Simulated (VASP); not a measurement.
# HfMo2 (Fd-3m) in VASP: a series of runs

Runs on HfMo2. Level: LDA. Tasks: single point.

Program: VASP 6.6.1. These are calculated values, not measurements. Logs are shortened: lines on timing, memory, paths and dates and some standing lists are left out, and cuts for length are marked.

**1. The cell of the first run**

Symmetry: Fd-3m, No. 227, cubic system. The conventional cell has a = 7.555 Å, b = 7.555 Å, c = 7.555 Å, α = 90.00°, β = 90.00°, γ = 90.00°. Hf (site symmetry -43m) has 12 Mo at 3.13 Å and 4 Hf at 3.27 Å within 4.1 Å. Within 3.5 Å of Mo (site symmetry -3m) lie 6 Mo at 2.67 Å and 6 Hf at 3.13 Å.

**2. Single point, LDA**

Input file INCAR:

```
  PREC = Accurate
  ENCUT = 520
  EDIFF = 1E-6
  ISMEAR = -1
  SIGMA = 0.1
  LREAL = F
  LASPH = T
  NELM = 60
  ALGO = Normal
  ISIF = 2
  LWAVE = F
  LCHARG = T
  LELF = T
  LVHAR = T
  NBANDS = 47
```

Input file KPOINTS:

```
regular mesh
0
Gamma
  6 6 6
```

Input file POSCAR:

```
HfMo2
1.0
    0.0000000000      3.7775000000      3.7775000000
    3.7775000000      0.0000000000      3.7775000000
    3.7775000000      3.7775000000      0.0000000000
Hf Mo
2 4
Direct
    0.0000000000      0.0000000000      0.0000000000
    0.2500000000      0.2500000000      0.2500000000
    0.6250000000      0.6250000000      0.6250000000
    0.1250000000      0.6250000000      0.6250000000
    0.6250000000      0.6250000000      0.1250000000
    0.6250000000      0.1250000000      0.6250000000
```

Potentials or basis: VASP PAW LDA potentials, release 64 (Hf_pv, Mo_sv).

On the command line:

```bash
$ cat potpaw_LDA.64/Hf_pv/POTCAR potpaw_LDA.64/Mo_sv/POTCAR > POTCAR
$ mpirun -np 1 vasp_std > vasp.out
```

OUTCAR:

```text
PREC = Accurate
   ENCUT = 520
   EDIFF = 1E-6
   ISMEAR = -1
   LREAL = F
   LASPH = T
   NELM = 60
   ISIF = 2

 ion  position               nearest neighbor table
   1  0.000  0.000  0.000-   3 3.13   5 3.13   6 3.13   3 3.13   4 3.13   5 3.13   3 3.13   4 3.13
                             6 3.13   4 3.13   5 3.13   6 3.13   2 3.27   2 3.27   2 3.27   2 3.27
   2  0.250  0.250  0.250-   4 3.13   5 3.13   6 3.13   3 3.13   4 3.13   6 3.13   3 3.13   4 3.13
                             5 3.13   3 3.13   5 3.13   6 3.13   1 3.27   1 3.27   1 3.27   1 3.27
   3  0.625  0.625  0.625-   4 2.67   5 2.67   6 2.67   5 2.67   6 2.67   4 2.67   1 3.13   2 3.13
                             1 3.13   2 3.13   1 3.13   2 3.13
   4  0.125  0.625  0.625-   3 2.67   5 2.67   6 2.67   3 2.67   5 2.67   6 2.67   2 3.13   1 3.13
                             1 3.13   2 3.13   2 3.13   1 3.13
   5  0.625  0.625  0.125-   3 2.67   3 2.67   4 2.67   6 2.67   6 2.67   4 2.67   1 3.13   2 3.13
                             1 3.13   2 3.13   1 3.13   2 3.13
   6  0.625  0.125  0.625-   3 2.67   5 2.67   3 2.67   4 2.67   5 2.67   4 2.67   2 3.13   1 3.13
                             2 3.13   2 3.13   1 3.13   1 3.13

  LATTYP: Found a face centered cubic cell.
 ALAT       =     7.5550000000

  Lattice vectors:

 A1 = (   0.0000000000,   3.7775000000,   3.7775000000)
 A2 = (   3.7775000000,   0.0000000000,   3.7775000000)
 A3 = (   3.7775000000,   3.7775000000,   0.0000000000)

Analysis of symmetry for initial positions (statically):
=====================================================================
 Subroutine PRICEL returns:
 Original cell was already a primitive cell.

 Routine SETGRP: Setting up the symmetry group for a
 face centered cubic supercell.

 Subroutine GETGRP returns: Found 48 space group operations
 (whereof 24 operations were pure point group operations)
 out of a pool of 48 trial point group operations.

The static configuration has the point symmetry T_d .
 The point group associated with its full space group is O_h .

Analysis of symmetry for dynamics (positions and initial velocities):
=====================================================================
 Subroutine PRICEL returns:
 Original cell was already a primitive cell.

 Routine SETGRP: Setting up the symmetry group for a
 face centered cubic supercell.

 Subroutine GETGRP returns: Found 48 space group operations
 (whereof 24 operations were pure point group operations)
 out of a pool of 48 trial point group operations.

The dynamic configuration has the point symmetry T_d .
 The point group associated with its full space group is O_h .

 Subroutine INISYM returns: Found 48 space group operations
 (whereof 24 operations are pure point group operations),
 and found     1 'primitive' translations

----------------------------------------------------------------------------------------

                                     Primitive cell

  volume of cell :     107.8061

  direct lattice vectors                    reciprocal lattice vectors
     0.000000000  3.777500000  3.777500000    -0.132362674  0.132362674  0.132362674
     3.777500000  0.000000000  3.777500000     0.132362674 -0.132362674  0.132362674
     3.777500000  3.777500000  0.000000000     0.132362674  0.132362674 -0.132362674

  length of vectors
     5.342191732  5.342191732  5.342191732     0.229258876  0.229258876  0.229258876

  position of ions in fractional coordinates (direct lattice)
     0.000000000  0.000000000  0.000000000
     0.250000000  0.250000000  0.250000000
     0.625000000  0.625000000  0.625000000
     0.125000000  0.625000000  0.625000000
     0.625000000  0.625000000  0.125000000
     0.625000000  0.125000000  0.625000000

  ion indices of the primitive-cell ions
   primitive index   ion index
                 1           1
                 2           2
                 3           3
                 4           4
                 5           5
                 6           6

----------------------------------------------------------------------------------------

 KPOINTS: regular mesh

Automatic generation of k-mesh.
 Grid dimensions read from file:
 generate k-points for:    6    6    6

 Generating k-lattice:

  Cartesian coordinates                     Fractional coordinates (reciprocal lattice)
    -0.022060446  0.022060446  0.022060446     0.166666667  0.000000000  0.000000000
     0.022060446 -0.022060446  0.022060446     0.000000000  0.166666667  0.000000000
     0.022060446  0.022060446 -0.022060446     0.000000000  0.000000000  0.166666667

  Length of vectors
     0.038209813  0.038209813  0.038209813

  Shift w.r.t. Gamma in fractional coordinates (k-lattice)
     0.000000000  0.000000000  0.000000000

 Subroutine IBZKPT returns following result:
 ===========================================

 Found     16 irreducible k-points:

 Following reciprocal coordinates:
            Coordinates               Weight
  0.000000  0.000000  0.000000      1.000000
  0.166667  0.000000  0.000000      8.000000
  0.333333  0.000000  0.000000      8.000000
  0.500000  0.000000  0.000000      4.000000
  0.166667  0.166667  0.000000      6.000000
  0.333333  0.166667  0.000000     24.000000
[... 8 lines left out ...]
 -0.333333  0.333333  0.166667     24.000000
 -0.333333  0.500000  0.166667     12.000000
   k-points           NKPTS =     16   k-points in BZ     NKDIM =     16   number of bands    NBANDS=     47
   number of dos      NEDOS =    301   number of ions     NIONS =      6
   total plane-waves  NPLWV =  64000
   dimension x,y,z NGX =    40 NGY =   40 NGZ =   40
   dimension x,y,z NGXF=    80 NGYF=   80 NGZF=   80
   ions per type =               2   4
   NGX,Y,Z   is equivalent  to a cutoff of  12.45, 12.45, 12.45 a.u.
   NGXF,Y,Z  is equivalent  to a cutoff of  24.90, 24.90, 24.90 a.u.
 SYSTEM =  unknown system
   PREC   = accura    normal or accurate (medium, high low for compatibility)
   ISTART =      0    job   : 0-new  1-cont  2-samecut
   ICHARG =      2    charge: 1-file 2-atom 10-const
   ISPIN  =      1    spin polarized calculation?
   LNONCOLLINEAR =      F non collinear calculations
   LSORBIT =      F    spin-orbit coupling
   LASPH  =      T    aspherical Exc in radial PAW
   ENCUT  =  520.0 eV  38.22 Ry    6.18 a.u.   9.93  9.93  9.93*2*pi/ulx,y,z
   NELM   =     60;   NELMIN=  2; NELMDL= -5     # of ELM steps
   EDIFF  = 0.1E-05   stopping-criterion for ELM
   LREAL  =      F    real-space projection
   EDIFFG = 0.1E-04   stopping-criterion for IOM
   NSW    =      0    number of steps for IOM
   IBRION =     -1    ionic relax: 0-MD 1-quasi-New 2-CG
   NFREE  =      0    steps in history (QN), initial steepest desc. (CG)
   ISIF   =      2    stress and relaxation
   ISYM   =      2    0-nonsym 1-usesym 2-fastsym
   POTIM  = 0.5000    time-step for ionic-motion
   TEBEG  =    0.0;   TEEND  =   0.0 temperature during run
   PSTRESS=    0.0 pullay stress
   NELECT =      76.0000    total number of electrons
   NUPDOWN=      -1.0000    fix difference up-down
   EMIN   =  10.00;   EMAX   =-10.00  energy-range for DOS
   EFERMI =   0.00;   METHOD = LEGACY
   ISMEAR =    -1;   SIGMA  =   0.10  broadening in eV -4-tet -1-fermi 0-gaus
   EFERMI_NEDOS =   21; number of points for ismear=-14 and -15
   IALGO  =     38    algorithm
   IMIX   =      4    mixing-type and parameters
     AMIX     =   0.40;   BMIX     =  1.00
     AMIX_MAG =   1.60;   BMIX_MAG =  1.00
  volume/ion in A,a.u.               =      17.97       121.25
  Fermi-wavevector in a.u.,A,eV,Ry     =   1.457018  2.753365 28.883824  2.122901
  Thomas-Fermi vector in A             =   2.573868
   LORBIT       =      0    0 simple, 1 ext, 2 COOP (PROOUT), +10 PAW based schemes
   GGA     = CA    functional components
   LHFCALC =     F    Hartree Fock is set to
   AEXX    =    0.0000 exact exchange contribution
   IVDW    =     0    specifies the selected vdW correction
   LEPSILON=     F    determine dielectric tensor
   LRPA    =     F    only Hartree local field effects (RPA)
 non-spin polarized calculation
  energy-cutoff  :      520.00
  volume of cell :      107.81
 maximum number of plane-waves:      2914
   NGX = 19   NGY = 19   NGZ = 19

 number of electron      75.9999990 magnetization

 Free energy of the ion-electron system (eV)
  ---------------------------------------------------
  ext. energy  EPLUGINS =         0.00000000
  ---------------------------------------------------
  free energy    TOTEN  =       -70.77081480 eV

  energy without entropy =      -70.65703554  energy(sigma->0) =      -70.71392517

 E-fermi :   8.7809     XC(G=0): -12.6913

 val. band max:        8.7275465359   @ k =  -0.3333   0.3333   0.0000
 cond. band min:       8.8054453370   @ k =   0.1667   0.1667   0.0000
 fundamental gap:      0.0778988011
 Fermi energy:         8.7809036166

 k-point     1 :       0.0000    0.0000    0.0000
  band No.  band energies     occupation
      1     -51.6241      2.00000
      2     -51.3276      2.00000
      3     -51.3276      2.00000
      4     -51.3276      2.00000
      5     -27.0227      2.00000
      6     -26.1882      2.00000
[... 39 lines left out ...]
     46      11.8064      0.00000
     47      12.2858      0.00000

 k-point     2 :       0.1667    0.0000    0.0000
  band No.  band energies     occupation
      1     -51.6098      2.00000
      2     -51.3426      2.00000
      3     -51.3276      2.00000
      4     -51.3276      2.00000
      5     -26.9505      2.00000
      6     -26.1658      2.00000
[... 39 lines left out ...]
     46      10.8933      0.00000
     47      12.2067      0.00000

 k-point     3 :       0.3333    0.0000    0.0000
  band No.  band energies     occupation
      1     -51.5751      2.00000
      2     -51.3791      2.00000
      3     -51.3277      2.00000
      4     -51.3277      2.00000
      5     -26.7913      2.00000
      6     -26.0946      2.00000
[... 39 lines left out ...]
     46      10.8423      0.00000
     47      11.5695      0.00000

 k-point     4 :       0.5000    0.0000    0.0000
  band No.  band energies     occupation
      1     -51.5515      2.00000
      2     -51.4036      2.00000
      3     -51.3278      2.00000
      4     -51.3278      2.00000
      5     -26.7052      2.00000
      6     -26.0719      2.00000
[... 539 lines left out ...]
     46      11.5170      0.00000
     47      11.5781      0.00000

 k-point    15 :      -0.3333    0.3333    0.1667
  band No.  band energies     occupation
      1     -51.5149      2.00000
      2     -51.4408      2.00000
      3     -51.3279      2.00000
      4     -51.3279      2.00000
      5     -26.5111      2.00000
      6     -26.1726      2.00000
[... 39 lines left out ...]
     46      11.5739      0.00000
     47      11.5834      0.00000

 k-point    16 :      -0.3333    0.5000    0.1667
  band No.  band energies     occupation
      1     -51.4780      2.00000
      2     -51.4780      2.00000
      3     -51.3280      2.00000
      4     -51.3280      2.00000
      5     -26.3430      2.00000
      6     -26.3430      2.00000
[... 39 lines left out ...]
     46      11.3309      0.00000
     47      11.8403      0.00000

------------------------ aborting loop because EDIFF is reached ----------------------------------------

  FORCE on cell =-STRESS in cart. coord.  units (eV):
  Direction    XX          YY          ZZ          XY          YZ          ZX
  --------------------------------------------------------------------------------------
  -------------------------------------------------------------------------------------
  Total       -5.9708539     -5.9708539     -5.9708539      0.0000000      0.0000000      0.0000000
  in kB      -88.7367688    -88.7367688    -88.7367688      0.0000000      0.0000000      0.0000000
  external PRESSURE =     -88.7367688 kB  Pullay stress =       0.0000000 kB

 VOLUME and BASIS-vectors are now :
 -----------------------------------------------------------------------------
  energy-cutoff  :      520.00
  volume of cell :      107.81
      direct lattice vectors                 reciprocal lattice vectors
     0.000000000  3.777500000  3.777500000    -0.132362674  0.132362674  0.132362674
     3.777500000  0.000000000  3.777500000     0.132362674 -0.132362674  0.132362674
     3.777500000  3.777500000  0.000000000     0.132362674  0.132362674 -0.132362674

 POSITION                                       TOTAL-FORCE (eV/Angst)
 -----------------------------------------------------------------------------------
      0.00000      0.00000      0.00000        -0.000000     -0.000000     -0.000000
      1.88875      1.88875      1.88875         0.000000      0.000000      0.000000
      4.72187      4.72187      4.72187         0.000000     -0.000000      0.000000
      4.72187      2.83312      2.83312         0.000000     -0.000000      0.000000
      2.83312      2.83312      4.72187         0.000000     -0.000000      0.000000
      2.83312      4.72187      2.83312         0.000000     -0.000000      0.000000
 -----------------------------------------------------------------------------------
    total drift:                                0.000000      0.000000      0.000000

  FREE ENERGIE OF THE ION-ELECTRON SYSTEM (eV)
  ---------------------------------------------------
  free  energy   TOTEN  =       -70.7708147989 eV

  energy  without entropy=      -70.6570355372  energy(sigma->0) =      -70.71392517
```

Run time: 68 s. Hardware: 1 thread of Intel Xeon Platinum 8259CL at 2.50GHz (Skylake/Cascade Lake), shared host; peak memory 0.23 GiB.

Results:

```
Free energy            : -70.7708 eV
Pressure               : -8.9 GPa
Band gap on the k mesh : zero (bands 38 and 39 overlap by 1.42 eV)
```

Caveat: the cell stands under tension; spin-orbit coupling is left out, which moves the levels of the heavy elements.

(Part 1 of 2 ends here.)
